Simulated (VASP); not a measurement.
Write the native input for VASP 6.6.1 that does the following.

| Item | Value |
| --- | --- |
| Task | single point |
| Functional | PBE |
| Potentials or basis | VASP PAW PBE potentials, release 64 (Mo_sv, Ge_d) |
| Cutoff | 500 eV |
| k mesh | 15 × 15 × 15 |
| Occupations | fermi-dirac, width 0.1 eV |
| Spin | no spin polarisation |
| Dipole correction | no |
| Further INCAR settings | ALGO = Normal; EDIFF = 1e-06; NBANDS = 21 |

The structure of GeMo (CsCl type) lies in POSCAR:

```
GeMo
1.0
    2.6333323328      0.0000000000      0.0000000000
    0.0000000000      2.6333323328      0.0000000000
    0.0000000000      0.0000000000      2.6333323328
Mo Ge
1 1
Direct
    0.0000000000      0.0000000000      0.0000000000
    0.5000000000      0.5000000000      0.5000000000
```

These files were run (other wordings do the same):

INCAR

```
SYSTEM = GeMo
  PREC = Accurate
  ENCUT = 500
  EDIFF = 1E-6
  ISMEAR = -1
  SIGMA = 0.1
  LREAL = .False.
  LASPH = .True.
  NELM = 120
  ALGO = Normal
  ISIF = 2
  LWAVE = .False.
  LCHARG = .True.
  GGA = PE
  LELF = .True.
  LVHAR = .True.
  NBANDS = 21
  GGA_COMPAT = .False.
```

KPOINTS

```
Automatic mesh
0
Gamma
  15 15 15
  0 0 0
```

Potentials or basis: VASP PAW PBE potentials, release 64 (Mo_sv, Ge_d).

Run with:

```sh
$ cat potpaw_PBE.64/Mo_sv/POTCAR potpaw_PBE.64/Ge_d/POTCAR > POTCAR
$ mpirun -np 1 vasp_std > vasp.out
```

It gave:

```json
{
 "Pressure": "303.9 GPa",
 "Band gap on the k mesh": "zero (bands 14 and 15 overlap by 6.87 eV)"
}
```

Caveat: the cell stands under pressure.

It took 55 s on 1 thread of Intel Xeon 8259CL, on a shared host, peak memory 0.16 GiB.
